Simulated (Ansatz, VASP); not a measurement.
Two plane-wave programs on B

```
B
1.0
     2.34611    0.00000    0.00000
     0.00000    2.34611    0.00000
     0.00000    0.00000    1.58579
B
1
Direct
  0.50000 0.50000 0.50000
```

Alike in both runs: task single point; functional PBE-based screened hybrid; k mesh 6 × 6 × 8; occupations fermi-dirac, width 0.05 eV; no spin polarisation.

|  | VASP | Ansatz |
| --- | --- | --- |
| version | VASP 6.6.1 | Ansatz 0.2.0 |
| potentials or method | VASP PAW PBE potentials, release 64 (B) | Ansatz PAW |
| plane-wave cutoff (eV) | 520 | 420 |
| valence electrons in the cell | 3 | 3 |

```csv
,VASP,Ansatz,Ansatz less VASP
gap on the k mesh at the Fermi level (eV),none,none,-
pressure (GPa),-0.7,-0.5,+0.15
"traceless stress, the component that is largest in VASP (GPa)",-3.58,-3.63,-0.054
```

VASP's potentials were made for PBE, not for PBE-based screened hybrid. A gap of «none» marks a metal or a gap that the smearing closes. With one functional, cell and mesh, what is left measures potentials, basis and numerics.

The k mesh is coarse, so the values compare programs but aren't converged.
